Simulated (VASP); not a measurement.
# WSe2 (P6_3/mmc) in VASP: further runs

WSe2 is run at these levels: PBE; tasks: single point.

All numbers are computed with VASP 6.6.1; they aren't measurements. Logs are shortened: lines on timing, memory, paths and dates and some standing lists are left out, and cuts for length are marked.

### 1 The cell of the first run

It takes space group P6_3/mmc (No. 194, hexagonal). Conventional cell: a = 3.224 Å, b = 3.224 Å, c = 12.970 Å, α = 90.00°, β = 90.00°, γ = 120.00°. W (site symmetry -6m2) has 6 Se at 2.50 Å and 6 W at 3.22 Å within 3.3 Å. Se (site symmetry 3m) has 3 W at 2.50 Å and 7 Se at 3.22 to 3.35 Å within 3.4 Å.

### 2 Single point, PBE (equal xx and yy strain of -2 %)

File INCAR:

```
PREC     = Accurate       # precision mode
ENCUT    = 500            # plane-wave cutoff, eV
EDIFF    = 1E-6           # SCF threshold, eV
ISMEAR   = -1             # smearing method
SIGMA    = 0.08           # smearing width, eV
LREAL    = False          # projectors in reciprocal space
LASPH    = True           # aspherical terms in the spheres
NELM     = 120            # most SCF steps
ALGO     = Normal         # electronic algorithm
ISIF     = 2              # what is computed and relaxed
LWAVE    = False          # write WAVECAR
LCHARG   = False          # write CHGCAR
GGA      = PE             # functional
NBANDS   = 35             # bands
GGA_COMPAT= False
```

File KPOINTS:

```
Automatic mesh
0
Gamma
  11 11 3
```

File POSCAR:

```
WSe2
1.0
    3.2241984815      0.0000000000      0.0000000000
   -1.6120992407      2.7922377918      0.0000000000
    0.0000000000      0.0000000000     12.9700000000
W Se
2 4
Direct
    0.3333333333      0.6666666667      0.2500000000
    0.6666666667      0.3333333333      0.7500000000
    0.3333333333      0.6666666667      0.6210000000
    0.6666666667      0.3333333333      0.1210000000
    0.3333333333      0.6666666667      0.8790000000
    0.6666666667      0.3333333333      0.3790000000
```

Potentials or basis: VASP PAW PBE potentials, release 64 (W_sv, Se).

Run with:

```sh
> cat potpaw_PBE.64/W_sv/POTCAR potpaw_PBE.64/Se/POTCAR > POTCAR
> mpirun -np 1 vasp_std > vasp.out
```

OUTCAR:

```text
PREC = Accurate
   ENCUT = 500
   EDIFF = 1E-6
   ISMEAR = -1
   LREAL = False
   LASPH = True
   NELM = 120
   ISIF = 2
   GGA = PE

 ion  position               nearest neighbor table
   1  0.333  0.667  0.250-   4 2.50   6 2.50   4 2.50   6 2.50   4 2.50   6 2.50
   2  0.667  0.333  0.750-   3 2.50   5 2.50   3 2.50   5 2.50   3 2.50   5 2.50
   3  0.333  0.667  0.621-   2 2.50   2 2.50   2 2.50
   4  0.667  0.333  0.121-   1 2.50   1 2.50   1 2.50
   5  0.333  0.667  0.879-   2 2.50   2 2.50   2 2.50
   6  0.667  0.333  0.379-   1 2.50   1 2.50   1 2.50

  LATTYP: Found a hexagonal cell.
 ALAT       =     3.2241984815
 C/A-ratio  =     4.0227052008

  Lattice vectors:

 A1 = (   3.2241984815,   0.0000000000,   0.0000000000)
 A2 = (  -1.6120992407,   2.7922377918,   0.0000000000)
 A3 = (   0.0000000000,   0.0000000000,  12.9700000000)

Analysis of symmetry for initial positions (statically):
=====================================================================
 Subroutine PRICEL returns:
 Original cell was already a primitive cell.

 Routine SETGRP: Setting up the symmetry group for a
 hexagonal supercell.

 Subroutine GETGRP returns: Found 24 space group operations
 (whereof 12 operations were pure point group operations)
 out of a pool of 24 trial point group operations.

The static configuration has the point symmetry D_3d.
 The point group associated with its full space group is D_6h.

Analysis of symmetry for dynamics (positions and initial velocities):
=====================================================================
 Subroutine PRICEL returns:
 Original cell was already a primitive cell.

 Routine SETGRP: Setting up the symmetry group for a
 hexagonal supercell.

 Subroutine GETGRP returns: Found 24 space group operations
 (whereof 12 operations were pure point group operations)
 out of a pool of 24 trial point group operations.

The dynamic configuration has the point symmetry D_3d.
 The point group associated with its full space group is D_6h.

 Subroutine INISYM returns: Found 24 space group operations
 (whereof 12 operations are pure point group operations),
 and found     1 'primitive' translations

----------------------------------------------------------------------------------------

                                     Primitive cell

  volume of cell :     116.7654

  direct lattice vectors                    reciprocal lattice vectors
     3.224198482  0.000000000  0.000000000     0.310154603  0.179067844  0.000000000
    -1.612099241  2.792237792  0.000000000     0.000000000  0.358135687  0.000000000
     0.000000000  0.000000000 12.970000000     0.000000000  0.000000000  0.077101002

  length of vectors
     3.224198482  3.224198481 12.970000000     0.358135687  0.358135687  0.077101002

  position of ions in fractional coordinates (direct lattice)
     0.333333333  0.666666667  0.250000000
     0.666666667  0.333333333  0.750000000
     0.333333333  0.666666667  0.621000000
     0.666666667  0.333333333  0.121000000
     0.333333333  0.666666667  0.879000000
     0.666666667  0.333333333  0.379000000

  ion indices of the primitive-cell ions
   primitive index   ion index
                 1           1
                 2           2
                 3           3
                 4           4
                 5           5
                 6           6

----------------------------------------------------------------------------------------

 KPOINTS: Automatic mesh

Automatic generation of k-mesh.
 Grid dimensions read from file:
 generate k-points for:   11   11    3

 Generating k-lattice:

  Cartesian coordinates                     Fractional coordinates (reciprocal lattice)
     0.028195873  0.016278895  0.000000000     0.090909091  0.000000000  0.000000000
     0.000000000  0.032557790  0.000000000     0.000000000  0.090909091  0.000000000
     0.000000000  0.000000000  0.025700334     0.000000000  0.000000000  0.333333333

  Length of vectors
     0.032557790  0.032557790  0.025700334

  Shift w.r.t. Gamma in fractional coordinates (k-lattice)
     0.000000000  0.000000000  0.000000000

 Subroutine IBZKPT returns following result:
 ===========================================

 Found     32 irreducible k-points:

 Following reciprocal coordinates:
            Coordinates               Weight
  0.000000  0.000000  0.000000      1.000000
  0.090909  0.000000  0.000000      6.000000
  0.181818  0.000000  0.000000      6.000000
  0.272727  0.000000  0.000000      6.000000
  0.363636  0.000000  0.000000      6.000000
  0.454545  0.000000  0.000000      6.000000
[... 16 lines left out ...]
  0.090909  0.090909  0.333333     12.000000
  0.181818  0.090909  0.333333     24.000000
 [... further k-points ...]
   k-points           NKPTS =     32   k-points in BZ     NKDIM =     32   number of bands    NBANDS=     35
   number of dos      NEDOS =    301   number of ions     NIONS =      6
   total plane-waves  NPLWV =  55296
   dimension x,y,z NGX =    24 NGY =   24 NGZ =   96
   dimension x,y,z NGXF=    48 NGYF=   48 NGZF=  192
   ions per type =               2   4
   NGX,Y,Z   is equivalent  to a cutoff of  12.37, 12.37, 12.31 a.u.
   NGXF,Y,Z  is equivalent  to a cutoff of  24.75, 24.75, 24.61 a.u.
 SYSTEM =  unknown system
   PREC   = accura    normal or accurate (medium, high low for compatibility)
   ISTART =      0    job   : 0-new  1-cont  2-samecut
   ICHARG =      2    charge: 1-file 2-atom 10-const
   ISPIN  =      1    spin polarized calculation?
   LNONCOLLINEAR =      F non collinear calculations
   LSORBIT =      F    spin-orbit coupling
   LASPH  =      T    aspherical Exc in radial PAW
   ENCUT  =  500.0 eV  36.75 Ry    6.06 a.u.   5.88  5.88 23.65*2*pi/ulx,y,z
   NELM   =    120;   NELMIN=  2; NELMDL= -5     # of ELM steps
   EDIFF  = 0.1E-05   stopping-criterion for ELM
   LREAL  =      F    real-space projection
   EDIFFG = 0.1E-04   stopping-criterion for IOM
   NSW    =      0    number of steps for IOM
   IBRION =     -1    ionic relax: 0-MD 1-quasi-New 2-CG
   NFREE  =      0    steps in history (QN), initial steepest desc. (CG)
   ISIF   =      2    stress and relaxation
   ISYM   =      2    0-nonsym 1-usesym 2-fastsym
   POTIM  = 0.5000    time-step for ionic-motion
   TEBEG  =    0.0;   TEEND  =   0.0 temperature during run
   PSTRESS=    0.0 pullay stress
   NELECT =      52.0000    total number of electrons
   NUPDOWN=      -1.0000    fix difference up-down
   EMIN   =  10.00;   EMAX   =-10.00  energy-range for DOS
   EFERMI =   0.00;   METHOD = LEGACY
   ISMEAR =    -1;   SIGMA  =   0.08  broadening in eV -4-tet -1-fermi 0-gaus
   EFERMI_NEDOS =   21; number of points for ismear=-14 and -15
   IALGO  =     38    algorithm
   IMIX   =      4    mixing-type and parameters
     AMIX     =   0.40;   BMIX     =  1.00
     AMIX_MAG =   1.60;   BMIX_MAG =  1.00
  volume/ion in A,a.u.               =      19.46       131.33
  Fermi-wavevector in a.u.,A,eV,Ry     =   1.250176  2.362490 21.265097  1.562941
  Thomas-Fermi vector in A             =   2.384183
   LORBIT       =      0    0 simple, 1 ext, 2 COOP (PROOUT), +10 PAW based schemes
   GGA     = PE    functional components
   LHFCALC =     F    Hartree Fock is set to
   AEXX    =    0.0000 exact exchange contribution
   IVDW    =     0    specifies the selected vdW correction
   LEPSILON=     F    determine dielectric tensor
   LRPA    =     F    only Hartree local field effects (RPA)
 non-spin polarized calculation
  energy-cutoff  :      500.00
  volume of cell :      116.77
 maximum number of plane-waves:      2978
 NGX is ok and might be reduce to    24
   NGX = 11   NGY = 11   NGZ = 47

 number of electron      52.0000006 magnetization

 Free energy of the ion-electron system (eV)
  ---------------------------------------------------
  ext. energy  EPLUGINS =         0.00000000
  ---------------------------------------------------
  free energy    TOTEN  =       -42.91717726 eV

  energy without entropy =      -42.91708952  energy(sigma->0) =      -42.91713339

 E-fermi :   7.0900     XC(G=0): -10.9513

 val. band max:        6.6346790608   @ k =   0.0000   0.0000   0.0000
 cond. band min:       7.6086814239   @ k =   0.1818   0.1818   0.0000
 fundamental gap:      0.9740023631
 Fermi energy:         7.0899680367

 k-point     1 :       0.0000    0.0000    0.0000
  band No.  band energies     occupation
      1     -67.5162      2.00000
      2     -67.5162      2.00000
      3     -31.8213      2.00000
      4     -31.8213      2.00000
      5     -31.6325      2.00000
      6     -31.6325      2.00000
[... 27 lines left out ...]
     34       9.8660      0.00000
     35      11.5954      0.00000

 k-point     2 :       0.0909    0.0000    0.0000
  band No.  band energies     occupation
      1     -67.5151      2.00000
      2     -67.5150      2.00000
      3     -31.8167      2.00000
      4     -31.8167      2.00000
      5     -31.6561      2.00000
      6     -31.6561      2.00000
[... 27 lines left out ...]
     34       9.8618      0.00000
     35      12.3196      0.00000

 k-point     3 :       0.1818    0.0000    0.0000
  band No.  band energies     occupation
      1     -67.5121      2.00000
      2     -67.5121      2.00000
      3     -31.8044      2.00000
      4     -31.8044      2.00000
      5     -31.7190      2.00000
      6     -31.7190      2.00000
[... 27 lines left out ...]
     34      10.3923      0.00000
     35      13.2012      0.00000
[... 723 lines left out ...]
 k-point    23 :       0.0909    0.0909    0.3333
  band No.  band energies     occupation
      1     -67.5130      2.00000
      2     -67.5130      2.00000
      3     -31.8083      2.00000
      4     -31.8083      2.00000
      5     -31.6979      2.00000
      6     -31.6979      2.00000
[... 27 lines left out ...]
     34      10.2652      0.00000
     35      13.3365      0.00000

 k-point    24 :       0.1818    0.0909    0.3333
  band No.  band energies     occupation
      1     -67.5095      2.00000
      2     -67.5095      2.00000
      3     -31.7940      2.00000
      4     -31.7940      2.00000
      5     -31.7664      2.00000
      6     -31.7664      2.00000
[... 27 lines left out ...]
     34      10.8073      0.00000
     35      13.7195      0.00000

 [... further k-points ...]

------------------------ aborting loop because EDIFF is reached ----------------------------------------

  FORCE on cell =-STRESS in cart. coord.  units (eV):
  Direction    XX          YY          ZZ          XY          YZ          ZX
  --------------------------------------------------------------------------------------
  -------------------------------------------------------------------------------------
  Total        7.7142876      7.7142876      6.9245479      0.0000000      0.0000000     -0.0000000
  in kB      105.8503409    105.8503409     95.0140563      0.0000000      0.0000000     -0.0000000
  external PRESSURE =     102.2382460 kB  Pullay stress =       0.0000000 kB

 VOLUME and BASIS-vectors are now :
 -----------------------------------------------------------------------------
  energy-cutoff  :      500.00
  volume of cell :      116.77
      direct lattice vectors                 reciprocal lattice vectors
     3.224198482  0.000000000  0.000000000     0.310154603  0.179067844  0.000000000
    -1.612099241  2.792237792  0.000000000     0.000000000  0.358135687  0.000000000
     0.000000000  0.000000000 12.970000000     0.000000000  0.000000000  0.077101002

 POSITION                                       TOTAL-FORCE (eV/Angst)
 -----------------------------------------------------------------------------------
     -0.00000      1.86149      3.24250        -0.000000     -0.000000      0.000000
      1.61210      0.93075      9.72750         0.000000      0.000000      0.000000
     -0.00000      1.86149      8.05437        -0.000000      0.000000     -0.691093
      1.61210      0.93075      1.56937        -0.000000     -0.000000     -0.691093
     -0.00000      1.86149     11.40063        -0.000000      0.000000      0.691093
      1.61210      0.93075      4.91563         0.000000     -0.000000      0.691093
 -----------------------------------------------------------------------------------
    total drift:                               -0.000000      0.000000     -0.000000

  FREE ENERGIE OF THE ION-ELECTRON SYSTEM (eV)
  ---------------------------------------------------
  free  energy   TOTEN  =       -42.9171772561 eV

  energy  without entropy=      -42.9170895247  energy(sigma->0) =      -42.91713339
```

Wall time 2.6 min (1 thread of Intel Xeon 8259CL, shared host); peak memory 0.28 GiB.

Results:

* Free energy: -42.9172 eV
* Pressure: 10.2 GPa
* Largest force: 0.691 eV/Å
* Band gap on the k mesh: 0.97 eV (least direct gap 1.95 eV)

Forces in eV/Å, atoms in the order of the input:
```
W    0.000  0.000  0.000
W    0.000  0.000  0.000
Se   0.000  0.000 -0.691
Se   0.000  0.000 -0.691
Se   0.000  0.000  0.691
Se   0.000  0.000  0.691
```

Stress tensor (GPa, compression positive):
```
10.59  0.00  0.00
 0.00 10.59  0.00
 0.00  0.00  9.50
```

Levels at points of the mesh, in eV from the valence-band top:
| k point | band 24 | band 25 | band 26 | band 27 | band 28 | band 29 |
| --- | --- | --- | --- | --- | --- | --- |
| (0.00, 0.00, 0.00) | -1.25 | -1.15 | 0.00 | 2.92 | 2.92 | 2.97 |

Caveat: the cell differs from its parent crystal (equal xx and yy strain of -2 %); the cell stands under pressure; spin-orbit coupling is left out, which moves the levels of the heavy elements; this functional lacks dispersion, which binds layers or chains, so the pressure and a relaxed spacing across them are unreliable. A k mesh can miss the band edges.

[end of part 1 of 2]
